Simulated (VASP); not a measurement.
# InGa3P4 (Cmmm) in VASP: notebook

The runs below take InGa3P4 through relaxation of cell and atoms, single point, with PBE.

All numbers are computed with VASP 6.6.1; they aren't measurements. Logs are shortened: lines on timing, memory, paths and dates and some standing lists are left out, and cuts for length are marked.

## 1. The cell of the first run

It takes space group Cmmm (No. 65, orthorhombic). The conventional cell has a = 7.698 Å, b = 10.887 Å, c = 3.849 Å, α = 90.00°, β = 90.00°, γ = 90.00°. Within 3.6 Å of In (site symmetry mmm) lie 6 P at 2.72 Å. Within 3.6 Å of Ga (site symmetry 2/m) lie 6 P at 2.72 Å. Ga (site symmetry mmm) has 6 P at 2.72 Å within 3.6 Å. P (site symmetry 2mm) has 4 Ga at 2.72 Å and 2 In at 2.72 Å within 3.6 Å. Within 3.6 Å of P (site symmetry m2m) lie 5 Ga at 2.72 Å and 1 In at 2.72 Å.

## 2. Relaxation of cell and atoms, PBE

Contents of INCAR:

```
PREC     = Accurate       # precision mode
ENCUT    = 600            # plane-wave cutoff, eV
EDIFF    = 1E-7           # SCF threshold, eV
ISMEAR   = 0              # smearing method
SIGMA    = 0.1            # smearing width, eV
LREAL    = F              # projectors in reciprocal space
LASPH    = T              # aspherical terms in the spheres
NELM     = 100            # most SCF steps
ALGO     = Normal         # electronic algorithm
ISIF     = 3              # what is computed and relaxed
LWAVE    = F              # write WAVECAR
LCHARG   = F              # write CHGCAR
GGA      = PE             # functional
IBRION   = 2              # ionic algorithm
NSW      = 90             # ionic steps
EDIFFG   = -0.04          # ionic threshold
```

Contents of KPOINTS:

```
Automatic mesh
0
Gamma
  4 4 4
```

Contents of POSCAR:

```
InGa3P4
1.0
    3.8490441700     -5.4433704600      0.0000000000
    3.8490441700      5.4433704600      0.0000000000
    0.0000000000      0.0000000000      3.8490441700
In Ga P
1 3 4
Direct
    0.0000000000      0.0000000000      0.5000000000
    0.0000000000      0.5000000000      0.0000000000
    0.5000000000      0.5000000000      0.5000000000
    0.5000000000      0.0000000000      0.0000000000
    0.7500000000      0.7500000000      0.0000000000
    0.7500000000      0.2500000000      0.5000000000
    0.2500000000      0.7500000000      0.5000000000
    0.2500000000      0.2500000000      0.0000000000
```

Potentials or basis: VASP PAW PBE potentials, release 64 (In_d, Ga_d, P).

Run with:

```console
cat potpaw_PBE.64/In_d/POTCAR potpaw_PBE.64/Ga_d/POTCAR potpaw_PBE.64/P/POTCAR > POTCAR
mpirun -np 1 vasp_std > vasp.out
```

OUTCAR:

```text
PREC = Accurate
   ENCUT = 600
   EDIFF = 1E-7
   ISMEAR = 0
   LREAL = F
   LASPH = T
   NELM = 100
   ISIF = 3
   GGA = PE
   IBRION = 2
   NSW = 90
   EDIFFG = -0.04

 ion  position               nearest neighbor table
   1  0.000  0.000  0.500-   6 2.72   7 2.72   5 2.72   8 2.72   5 2.72   8 2.72
   2  0.000  0.500  0.000-   5 2.72   8 2.72   7 2.72   6 2.72   6 2.72   7 2.72
   3  0.500  0.500  0.500-   6 2.72   7 2.72   5 2.72   8 2.72   5 2.72   8 2.72
   4  0.500  0.000  0.000-   5 2.72   8 2.72   7 2.72   6 2.72   6 2.72   7 2.72
   5  0.750  0.750  0.000-   2 2.72   4 2.72   3 2.72   1 2.72   1 2.72   3 2.72
   6  0.750  0.250  0.500-   1 2.72   3 2.72   2 2.72   4 2.72   2 2.72   4 2.72
   7  0.250  0.750  0.500-   1 2.72   3 2.72   2 2.72   4 2.72   2 2.72   4 2.72
   8  0.250  0.250  0.000-   2 2.72   4 2.72   3 2.72   1 2.72   1 2.72   3 2.72

  LATTYP: Found a base centered orthorhombic cell.
 ALAT       =     7.6980883400
 B/A-ratio  =     1.4142135605
 C/A-ratio  =     0.5000000000

  Lattice vectors:

 A1 = (   3.8490441700,  -5.4433704600,   0.0000000000)
 A2 = (   3.8490441700,   5.4433704600,   0.0000000000)
 A3 = (   0.0000000000,   0.0000000000,   3.8490441700)

Analysis of symmetry for initial positions (statically):
=====================================================================
 Subroutine PRICEL returns:
 Original cell was already a primitive cell.

 Routine SETGRP: Setting up the symmetry group for a
 base centered orthorhombic supercell.

 Subroutine GETGRP returns: Found  8 space group operations
 (whereof  8 operations were pure point group operations)
 out of a pool of  8 trial point group operations.

The static configuration has the point symmetry D_2h.

Analysis of symmetry for dynamics (positions and initial velocities):
=====================================================================
 Subroutine PRICEL returns:
 Original cell was already a primitive cell.

 Routine SETGRP: Setting up the symmetry group for a
 base centered orthorhombic supercell.

 Subroutine GETGRP returns: Found  8 space group operations
 (whereof  8 operations were pure point group operations)
 out of a pool of  8 trial point group operations.

The dynamic configuration has the point symmetry D_2h.

 Subroutine INISYM returns: Found  8 space group operations
 (whereof  8 operations are pure point group operations),
 and found     1 'primitive' translations

----------------------------------------------------------------------------------------

                                     Primitive cell

  volume of cell :     161.2886

  direct lattice vectors                    reciprocal lattice vectors
     3.849044170 -5.443370460  0.000000000     0.129902380 -0.091854854  0.000000000
     3.849044170  5.443370460  0.000000000     0.129902380  0.091854854  0.000000000
     0.000000000  0.000000000  3.849044170     0.000000000  0.000000000  0.259804761

  length of vectors
     6.666740057  6.666740057  3.849044170     0.159097274  0.159097274  0.259804761

  position of ions in fractional coordinates (direct lattice)
     0.000000000  0.000000000  0.500000000
     1.000000000  0.500000000  0.000000000
     0.500000000  0.500000000  0.500000000
     0.500000000  1.000000000  0.000000000
     0.750000000  0.750000000  0.000000000
     0.750000000  0.250000000  0.500000000
     0.250000000  0.750000000  0.500000000
     0.250000000  0.250000000  0.000000000

  ion indices of the primitive-cell ions
   primitive index   ion index
                 1           1
                 2           2
                 3           3
                 4           4
                 5           5
                 6           6
                 7           7
                 8           8

----------------------------------------------------------------------------------------

 KPOINTS: Automatic mesh

Automatic generation of k-mesh.
 Grid dimensions read from file:
 generate k-points for:    4    4    4

 Generating k-lattice:

  Cartesian coordinates                     Fractional coordinates (reciprocal lattice)
     0.032475595 -0.022963714  0.000000000     0.250000000 -0.000000000  0.000000000
     0.032475595  0.022963714  0.000000000    -0.000000000  0.250000000  0.000000000
     0.000000000  0.000000000  0.064951190     0.000000000  0.000000000  0.250000000

  Length of vectors
     0.039774319  0.039774319  0.064951190

  Shift w.r.t. Gamma in fractional coordinates (k-lattice)
     0.000000000  0.000000000  0.000000000

 Subroutine IBZKPT returns following result:
 ===========================================

 Found     21 irreducible k-points:

 Following reciprocal coordinates:
            Coordinates               Weight
  0.000000  0.000000  0.000000      1.000000
  0.250000  0.000000  0.000000      4.000000
  0.500000  0.000000  0.000000      2.000000
  0.250000  0.250000  0.000000      2.000000
  0.500000  0.250000  0.000000      4.000000
 -0.250000  0.250000  0.000000      2.000000
[... 13 lines left out ...]
 -0.250000  0.250000  0.500000      2.000000
  0.500000  0.500000  0.500000      1.000000
   k-points           NKPTS =     21   k-points in BZ     NKDIM =     21   number of bands    NBANDS=     43
   number of dos      NEDOS =    301   number of ions     NIONS =      8
   total plane-waves  NPLWV =  93312
   dimension x,y,z NGX =    54 NGY =   54 NGZ =   32
   dimension x,y,z NGXF=   108 NGYF=  108 NGZF=   64
   ions per type =               1   3   4
   NGX,Y,Z   is equivalent  to a cutoff of  13.47, 13.47, 13.82 a.u.
   NGXF,Y,Z  is equivalent  to a cutoff of  26.93, 26.93, 27.64 a.u.
 SYSTEM =  unknown system
   PREC   = accura    normal or accurate (medium, high low for compatibility)
   ISTART =      0    job   : 0-new  1-cont  2-samecut
   ICHARG =      2    charge: 1-file 2-atom 10-const
   ISPIN  =      1    spin polarized calculation?
   LNONCOLLINEAR =      F non collinear calculations
   LSORBIT =      F    spin-orbit coupling
   LASPH  =      T    aspherical Exc in radial PAW
   ENCUT  =  600.0 eV  44.10 Ry    6.64 a.u.  13.32 13.32  7.69*2*pi/ulx,y,z
   NELM   =    100;   NELMIN=  2; NELMDL= -5     # of ELM steps
   EDIFF  = 0.1E-06   stopping-criterion for ELM
   LREAL  =      F    real-space projection
   EDIFFG = -.4E-01   stopping-criterion for IOM
   NSW    =     90    number of steps for IOM
   IBRION =      2    ionic relax: 0-MD 1-quasi-New 2-CG
   NFREE  =      1    steps in history (QN), initial steepest desc. (CG)
   ISIF   =      3    stress and relaxation
   ISYM   =      2    0-nonsym 1-usesym 2-fastsym
   POTIM  = 0.5000    time-step for ionic-motion
   TEBEG  =    0.0;   TEEND  =   0.0 temperature during run
   PSTRESS=    0.0 pullay stress
   NELECT =      72.0000    total number of electrons
   NUPDOWN=      -1.0000    fix difference up-down
   EMIN   =  10.00;   EMAX   =-10.00  energy-range for DOS
   EFERMI =   0.00;   METHOD = LEGACY
   ISMEAR =     0;   SIGMA  =   0.10  broadening in eV -4-tet -1-fermi 0-gaus
   EFERMI_NEDOS =   21; number of points for ismear=-14 and -15
   IALGO  =     38    algorithm
   IMIX   =      4    mixing-type and parameters
     AMIX     =   0.40;   BMIX     =  1.00
     AMIX_MAG =   1.60;   BMIX_MAG =  1.00
  volume/ion in A,a.u.               =      20.16       136.05
  Fermi-wavevector in a.u.,A,eV,Ry     =   1.251174  2.364376 21.299061  1.565437
  Thomas-Fermi vector in A             =   2.385134
   LORBIT       =      0    0 simple, 1 ext, 2 COOP (PROOUT), +10 PAW based schemes
   GGA     = PE    functional components
   LHFCALC =     F    Hartree Fock is set to
   AEXX    =    0.0000 exact exchange contribution
   IVDW    =     0    specifies the selected vdW correction
   LEPSILON=     F    determine dielectric tensor
   LRPA    =     F    only Hartree local field effects (RPA)
 conjugate gradient relaxation of ions
 non-spin polarized calculation
 Gauss-broadening in eV      SIGMA  =   0.10
  energy-cutoff  :      600.00
  volume of cell :      161.29
 maximum number of plane-waves:      5432
 NGX is ok and might be reduce to    54
   NGX = 27   NGY = 27   NGZ = 15

--------------------------------------- Ionic step        1  -------------------------------------------

 number of electron      71.9999978 magnetization

 Free energy of the ion-electron system (eV)
  ---------------------------------------------------
  ext. energy  EPLUGINS =         0.00000000
  ---------------------------------------------------
  free energy    TOTEN  =       -32.04237914 eV

  energy without entropy =      -31.99783109  energy(sigma->0) =      -32.02010512

------------------------ aborting loop because EDIFF is reached ----------------------------------------

  FORCE on cell =-STRESS in cart. coord.  units (eV):
  Direction    XX          YY          ZZ          XY          YZ          ZX
  --------------------------------------------------------------------------------------
  -------------------------------------------------------------------------------------
  Total       -5.7778109     -7.1845694     -5.2194176      0.0000000      0.0000000      0.0000000
  in kB      -57.3944933    -71.3686777    -51.8476347      0.0000000      0.0000000      0.0000000
  external PRESSURE =     -60.2036019 kB  Pullay stress =       0.0000000 kB
[... 107 lines left out ...]
  FREE ENERGIE OF THE ION-ELECTRON SYSTEM (eV)
  ---------------------------------------------------
  free  energy   TOTEN  =       -32.4205586378 eV

  energy  without entropy=      -32.3936195813  energy(sigma->0) =      -32.40708911

[... ionic steps 4 to 9 ...]

--------------------------------------- Ionic step       10  -------------------------------------------

 number of electron      72.0000016 magnetization

------------------------ aborting loop because EDIFF is reached ----------------------------------------

  FORCE on cell =-STRESS in cart. coord.  units (eV):
  Direction    XX          YY          ZZ          XY          YZ          ZX
  --------------------------------------------------------------------------------------
  -------------------------------------------------------------------------------------
  Total        0.0777501     -0.1267274      0.0977667      0.0000000      0.0000000      0.0000000
  in kB        0.8547304     -1.3931532      1.0747797      0.0000000      0.0000000      0.0000000
  external PRESSURE =       0.1787857 kB  Pullay stress =       0.0000000 kB
[... 69 lines left out ...]
  energy  without entropy=      -32.5290064462  energy(sigma->0) =      -32.53985960

--------------------------------------- Ionic step       12  -------------------------------------------

 number of electron      72.0000015 magnetization

 Free energy of the ion-electron system (eV)
  ---------------------------------------------------
  ext. energy  EPLUGINS =         0.00000000
  ---------------------------------------------------
  free energy    TOTEN  =       -32.55111532 eV

  energy without entropy =      -32.52958982  energy(sigma->0) =      -32.54035257

 E-fermi :   6.5753     XC(G=0): -10.7970

 val. band max:        6.5750702232   @ k =   0.5000   0.0000   0.5000
 cond. band min:       6.6369583130   @ k =   0.0000   0.0000   0.5000
 fundamental gap:      0.0618880899
 Fermi energy:         6.5752681742

 k-point     1 :       0.0000    0.0000    0.0000
  band No.  band energies     occupation
      1      -8.2270      2.00000
      2      -8.1129      2.00000
      3      -8.0759      2.00000
      4      -8.0603      2.00000
      5      -8.0518      2.00000
      6      -8.0493      2.00000
[... 990 lines left out ...]
  FREE ENERGIE OF THE ION-ELECTRON SYSTEM (eV)
  ---------------------------------------------------
  free  energy   TOTEN  =       -32.5511153230 eV

  energy  without entropy=      -32.5295898207  energy(sigma->0) =      -32.54035257

 reached required accuracy - stopping structural energy minimisation
```

It took 18 min on 1 thread of AMD EPYC 9R45 (Zen 5), shared host; peak memory 0.38 GiB.

What came out:

| Quantity | Value |
| --- | --- |
| Free energy | -32.5511 eV |
| Relaxed volume | 18.22 Å³/atom |
| Relaxed cell | a = 6.365 Å, b = 6.365 Å, c = 3.830 Å, α = 90.00°, β = 90.00°, γ = 110.10° |
| Space group after relaxing (to 0.1 Å) | Cmmm (No. 65) |
| Energy gained by relaxing | 63.6 meV/atom |
| Ionic steps | 12 |
| Pressure after relaxing | 0.0 GPa |
| Largest force after relaxing | 0.029 eV/Å |
| Band gap on the k mesh | zero (bands 36 and 37 overlap by 0.75 eV) |

Forces in eV/Å, atoms in the order of the input:
```
In   0.000  0.000  0.000
Ga   0.000  0.000  0.000
Ga   0.000  0.000  0.000
Ga   0.000  0.000  0.000
P    0.029  0.000  0.000
P    0.000  0.009  0.000
P    0.000 -0.009  0.000
P   -0.029  0.000  0.000
```

The path:
```tsv
step	energy change (eV)	largest force (eV/Å)	pressure (GPa)	volume (Å³)
1	0.0000	0.6317	-6.02	161.29
2	-0.3768	0.7230	1.30	144.24
3	-0.3782	0.7240	0.79	145.07
4	-0.4560	0.3927	0.77	144.77
5	-0.4857	0.1095	0.93	144.43
6	-0.4973	0.0717	-0.63	147.04
7	-0.4977	0.0645	-0.38	146.62
8	-0.5032	0.0620	-0.15	146.14
9	-0.5056	0.0584	0.12	145.60
10	-0.5082	0.0499	0.02	145.74
11	-0.5083	0.0478	-0.01	145.78
12	-0.5087	0.0286	0.02	145.75
```

Final structure:
```xyz
8
Lattice="3.6465 -5.2175 0.0000 3.6465 5.2175 0.0000 0.0000 0.0000 3.8304" Properties=species:S:1:pos:R:3 pbc="T T T"
In    0.0000    0.0000    1.9152
Ga    1.8232    2.6088    0.0000
Ga    3.6465    0.0000    1.9152
Ga    1.8232   -2.6088    0.0000
P     5.3745    0.0000    0.0000
P     3.6465   -2.4970    1.9152
P     3.6465    2.4970    1.9152
P     1.9184    0.0000    3.8304
```

Levels at points of the mesh, in eV from the Fermi level:
| k point | band 32 | band 33 | band 34 | band 35 | band 36 | band 37 | band 38 | band 39 | band 40 | band 41 |
| --- | --- | --- | --- | --- | --- | --- | --- | --- | --- | --- |
| (0.00, 0.00, 0.00) | -0.24 | -0.09 | -0.04 | 0.11 | 0.16 | 0.28 | 1.05 | 2.52 | 2.58 | 2.68 |
| (0.50, 0.00, 0.00) | -1.81 | -0.36 | -0.33 | -0.24 | -0.20 | 0.10 | 0.26 | 2.79 | 3.07 | 4.43 |
| (0.50, 0.50, 0.00) | -1.81 | -1.21 | -1.06 | -0.39 | -0.38 | 0.71 | 0.92 | 1.57 | 1.87 | 3.85 |
| (0.00, 0.00, 0.50) | -4.28 | -3.41 | -3.25 | 0.00 | 0.06 | 2.24 | 2.42 | 2.52 | 2.85 | 4.29 |
| (0.50, 0.00, 0.50) | -2.86 | -1.74 | -1.72 | -1.40 | -1.33 | 0.00 | 0.51 | 0.51 | 0.64 | 5.70 |
| (0.50, 0.50, 0.50) | -2.60 | -2.46 | -2.43 | 0.20 | 0.26 | 0.31 | 0.39 | 2.95 | 3.14 | 3.31 |

Caveat: the k points lie up to 0.41 Å⁻¹ apart in the final cell, too coarse for converged energies and pressures of a metal; semilocal functionals underestimate gaps, and a narrow one can read as zero; spin-orbit coupling is left out, which moves the levels of the heavy elements.

(Continued in part 2 of 2.)

The gap in the log of VASP goes by the Fermi energy; the results here count the filled bands.